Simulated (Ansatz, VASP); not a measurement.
## Two plane-wave programs on Ta2N

```xyz
9
Lattice="5.2288 0.0000 0.0000 -2.6144 4.5283 0.0000 0.0000 0.0000 4.8860" Properties=species:S:1:pos:R:3 pbc="T T T"
Ta    1.7439    3.0205    3.6771
Ta   -0.8705    1.5078    3.6771
Ta    1.7410    0.0000    3.6771
Ta    0.8705    1.5078    1.2090
Ta   -1.7439    3.0205    1.2090
Ta    3.4878    0.0000    1.2090
N     2.6144    1.5094    2.4430
N     0.0000    3.0188    2.4430
N     0.0000    0.0000    0.0000
```

Alike in both runs: functional LDA; k mesh 9 × 9 × 8; occupations fermi-dirac, width 0.15 eV; no spin polarisation.

Ansatz relaxed the structure, and its values are those at the end. VASP's run is a single point on that final structure, the one shown.

```csv
,VASP,Ansatz
version,VASP 6.6.1,Ansatz 0.2.0
potentials or method,"VASP PAW LDA potentials, release 64 (Ta_pv, N), cutoff 520 eV","scalar-relativistic, plane waves, PAW"
valence electrons in the cell,81,93
```

```tsv
	VASP	Ansatz	Ansatz less VASP
gap on the k mesh at the Fermi level (eV)	none	none	-
pressure (GPa)	1.6	0.0	-1.58
rms of the force components (eV/Å)	0.008	0.000	-0.0073
```

Ansatz warns that its potentials were made for another functional, while VASP's fit it. LDA's correlation is that of Perdew and Zunger in VASP and of Perdew and Wang (1992) in Ansatz. A gap of «none» marks a metal or a gap that the smearing closes. VASP's potentials hold 81 valence electrons a cell and Ansatz's 93, so a difference there can come from the potentials and not from the codes.

Spin-orbit coupling is off throughout.
